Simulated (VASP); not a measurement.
A run of VASP 6.6.1 is set up as follows.

The input INCAR:

```
ALGO = Normal
EDIFF = 1E-6
ENCUT = 500
GGA = PS
GGA_COMPAT = F
ISIF = 2
ISMEAR = -1
IVDW = 12
LASPH = T
LCHARG = F
LREAL = F
LWAVE = F
NBANDS = 14
NELM = 120
PREC = Accurate
SIGMA = 0.1
```

KPOINTS

```
k-points
0
Gamma
  8 8 8
```

Contents of POSCAR:

```
Rh
1.0
    0.0000000000      1.8771770919      1.8771770919
    1.8771770919      0.0000000000      1.8771770919
    1.8771770919      1.8771770919      0.0000000000
Rh
1
Direct
    0.0000000000      0.0000000000      0.0000000000
```

Potentials or basis: VASP PAW PBE potentials, release 64 (Rh_pv).

The run is started by

```bash
$ cat potpaw_PBE.64/Rh_pv/POTCAR > POTCAR
$ mpirun -np 1 vasp_std > vasp.out
```

Problem. Estimate the dispersion energy per atom.

Solution. -0.632 eV.

Problem. Predict the pressure.

Solution. 0.0 GPa.

Caveat: the k points lie up to 0.36 Å⁻¹ apart; the PAW data sets were made with another functional, which shifts forces and pressure a little; pairwise dispersion overbinds metals, which lowers pressure and volume.
